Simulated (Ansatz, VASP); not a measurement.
**One calculation of MgI2, two programs**

```
Mg I
1.0
     3.21248    0.00000    0.00000
    -1.60624    2.78209    0.00000
     0.00000    0.00000    5.55274
Mg I
1 2
Direct
  0.00000 0.00000 0.00000
  0.33333 0.66667 0.70996
  0.66667 0.33333 0.29004
```

Alike in both runs: task single point; functional PBE; k mesh 12 × 12 × 6; occupations gaussian, width 0.02 eV; no spin polarisation.

|  | VASP | Ansatz |
| --- | --- | --- |
| version | VASP 6.6.1 | Ansatz 0.2.0 |
| potentials or method | VASP PAW PBE potentials, release 64 (Mg, I), cutoff 520 eV | scalar-relativistic, plane waves, PAW |
| valence electrons in the cell | 16 | 44 |

Ansatz gave:

| Property | Result |
| --- | --- |
| gap on the k mesh at the Fermi level (eV) | 0.50 |
| least direct gap on the mesh (eV) | 2.63 |
| rms of the force components (eV/Å) | 0.002 |

Q: Which values does VASP return?

A: gap on the k mesh at the Fermi level (eV): 0.48; least direct gap on the mesh (eV): 2.61; rms of the force components (eV/Å): 0.030.

Atom by atom the forces differ by 0.029 eV/Å (rms over components). The functional is the same, so the differences come from potentials, cutoffs and numerics. VASP's potentials hold 16 valence electrons a cell and Ansatz's 44, so a difference there can come from the potentials and not from the codes.

Spin-orbit coupling is off throughout.
